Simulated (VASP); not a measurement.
Wanted: the native input for a VASP 6.6.1 run.

* Task: single point
* Functional: PBEsol
* Potentials or basis: VASP PAW PBE potentials, release 64 (Na_pv, H)
* Cutoff: 520 eV
* k mesh: 6 × 6 × 6
* Occupations: gaussian, width 0.01 eV
* Spin: no spin polarisation
* Dipole correction: no
* Further INCAR settings: ALGO = Normal; EDIFF = 1e-06; NBANDS = 11

The structure of NaH lies in POSCAR:

```
NaH
1.0
    0.0000000000      2.4400000000      2.4400000000
    2.4400000000      0.0000000000      2.4400000000
    2.4400000000      2.4400000000      0.0000000000
Na H
1 1
Direct
    0.0000000000      0.0000000000      0.0000000000
    0.5000000000      0.5000000000      0.5000000000
```

These files were run (other wordings do the same):

INCAR

```
PREC     = Accurate       # precision mode
ENCUT    = 520            # plane-wave cutoff, eV
EDIFF    = 1E-6           # SCF threshold, eV
ISMEAR   = 0              # smearing method
SIGMA    = 0.01           # smearing width, eV
LREAL    = F              # projectors in reciprocal space
LASPH    = T              # aspherical terms in the spheres
NELM     = 80             # most SCF steps
ALGO     = Normal         # electronic algorithm
ISIF     = 2              # what is computed and relaxed
LWAVE    = F              # write WAVECAR
LCHARG   = T              # write CHGCAR
GGA      = PS             # functional
LELF     = T              # ELF
LVHAR    = T            
NBANDS   = 11             # bands
```

KPOINTS

```
Automatic mesh
0
Gamma
  6 6 6
```

Potentials or basis: VASP PAW PBE potentials, release 64 (Na_pv, H).

Run with:

```sh
$ cat potpaw_PBE.64/Na_pv/POTCAR potpaw_PBE.64/H/POTCAR > POTCAR
$ mpirun -np 1 vasp_std > vasp.out
```

Results of the run:

The pressure is -1.2 GPa and the band gap on the k mesh is 3.57 eV (least direct gap 4.40 eV).

Caveat: the PAW data sets were made with another functional, which shifts forces and pressure a little.

Wall time 7.2 s on 1 thread of Intel(R) Xeon(R) Platinum 8259CL CPU @ 2.50GHz (Skylake/Cascade Lake) (shared host), peak memory 0.14 GiB.
